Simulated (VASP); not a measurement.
## NiO: single point with PBE

The system is NiO.

```xyz
2
Lattice="0.0000 2.0913 2.0913 2.0913 0.0000 2.0913 2.0913 2.0913 0.0000" Properties=species:S:1:pos:R:3 pbc="T T T"
Ni    0.0000    0.0000    0.0000
O     2.0913    2.0913    2.0913
```

* Program: VASP 6.6.1
* Task: single point
* Functional: PBE
* Potentials or basis: VASP PAW PBE potentials, release 64 (Ni_sv_GW, O)
* Cutoff: 700 eV
* k mesh: 9 × 9 × 9
* Occupations: fermi-dirac, width 0.05 eV
* Spin: collinear spin, ferromagnetic start
* Starting moments: [2.0, 0.0] μB
* Fixed moment: 2 μB
* Dipole correction: no
* Further INCAR settings: ALGO = Normal; EDIFF = 1e-06; NBANDS = 23

| Quantity | Value |
| --- | --- |
| Pressure | 6.4 GPa |
| Net moment | 2.00 μB per cell |
| Site moments | Ni +1.62; O +0.33 μB |
| Valence electrons inside the program's atomic spheres | Ni 16.14; O 4.99 |

Run time: 63 s on 1 thread of Intel(R) Xeon(R) Platinum 8375C CPU @ 2.90GHz (Ice Lake) (shared host), peak memory 0.2 GiB.

Caveat: the cell stands under pressure; the total moment is fixed, so each spin has its own Fermi level and the state may be an excited one; a cell with one magnetic atom can't hold antiferromagnetic order, which such compounds often take.
